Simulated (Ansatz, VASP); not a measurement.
Ti in VASP and in Ansatz

```
CELL_PARAMETERS angstrom
0.00000 2.06045 2.06045
2.06045 0.00000 2.06045
2.06045 2.06045 0.00000
ATOMIC_POSITIONS crystal
Ti 0.00000 0.00000 0.00000
```

Change from the starting cell: strain +0.015 along x and y, +0.015 along z, atoms carried along.

Alike in both runs: task single point; functional r2SCAN; k mesh 20 × 20 × 20; occupations gaussian, width 0.15 eV; no spin polarisation.

|  | VASP | Ansatz |
| --- | --- | --- |
| version | VASP 6.6.1 | Ansatz 0.2.0 |
| potentials or method | VASP PAW PBE potentials, release 64 (Ti_sv), cutoff 520 eV | scalar-relativistic, plane waves, PAW |
| valence electrons in the cell | 12 | 12 |

|  | VASP | Ansatz | Ansatz less VASP |
| --- | --- | --- | --- |
| gap on the k mesh at the Fermi level (eV) | none | none | - |
| pressure (GPa) | -0.4 | -0.8 | -0.38 |

VASP's potentials were made for PBE, not for r2SCAN. A gap of «none» marks a metal or a gap that the smearing closes.
